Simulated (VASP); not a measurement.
HgTe:

```
CELL_PARAMETERS angstrom
4.87683 0.00000 0.00000
-2.43842 4.22346 0.00000
0.00000 0.00000 7.29800
ATOMIC_POSITIONS crystal
Hg 0.33333 0.66667 0.25000
Hg 0.66667 0.33333 0.75000
Te 0.66667 0.33333 0.25000
Te 0.33333 0.66667 0.75000
```

| Property | Result |
| --- | --- |
| Program | VASP 6.6.1 |
| Task | relaxation of cell and atoms |
| Functional | r2SCAN |
| Potentials or basis | VASP PAW PBE potentials, release 64 (Hg, Te) |
| Cutoff | 600 eV |
| k mesh | 6 × 6 × 4 |
| Occupations | fermi-dirac, width 0.02 eV |
| Spin | no spin polarisation |

At the start: pressure -1.1 GPa; volume 37.58 Å³/atom.

Question: Where does the relaxation end?

Answer: Over 8 steps the energy falls by 4.5 meV/atom and the volume is 36.31 Å³/atom (-3.4 %); space group P6_3/mmc (No. 194, to 0.05 Å).

Step by step:
| step | energy change (eV) | largest force (eV/Å) | pressure (GPa) | volume (Å³) |
| --- | --- | --- | --- | --- |
| 1 | 0.0000 | 0.0000 | -1.13 | 150.32 |
| 2 | -0.0149 | 0.0000 | 0.43 | 144.60 |
| 3 | -0.0175 | 0.0000 | -0.03 | 146.14 |
| 4 | -0.0175 | 0.0000 | -0.05 | 146.22 |
| 5 | -0.0178 | 0.0000 | -0.05 | 146.04 |
| 6 | -0.0181 | 0.0000 | -0.02 | 145.50 |
| 7 | -0.0177 | 0.0000 | 0.03 | 144.41 |
| 8 | -0.0182 | 0.0000 | -0.01 | 145.23 |

Final structure:
```cif
data_structure
_symmetry_space_group_name_H-M 'P 1'
_symmetry_Int_Tables_number 1
_cell_length_a 4.8253
_cell_length_b 4.8253
_cell_length_c 7.2023
_cell_angle_alpha 90.000
_cell_angle_beta 90.000
_cell_angle_gamma 120.000
_cell_volume 145.23
loop_
_atom_site_label
_atom_site_type_symbol
_atom_site_fract_x
_atom_site_fract_y
_atom_site_fract_z
_atom_site_occupancy
Hg1 Hg 0.33333 0.66667 0.25000 1
Hg2 Hg 0.66667 0.33333 0.75000 1
Te1 Te 0.66667 0.33333 0.25000 1
Te2 Te 0.33333 0.66667 0.75000 1
```

Caveat: the PAW data sets were made with another functional, which shifts forces and pressure a little.
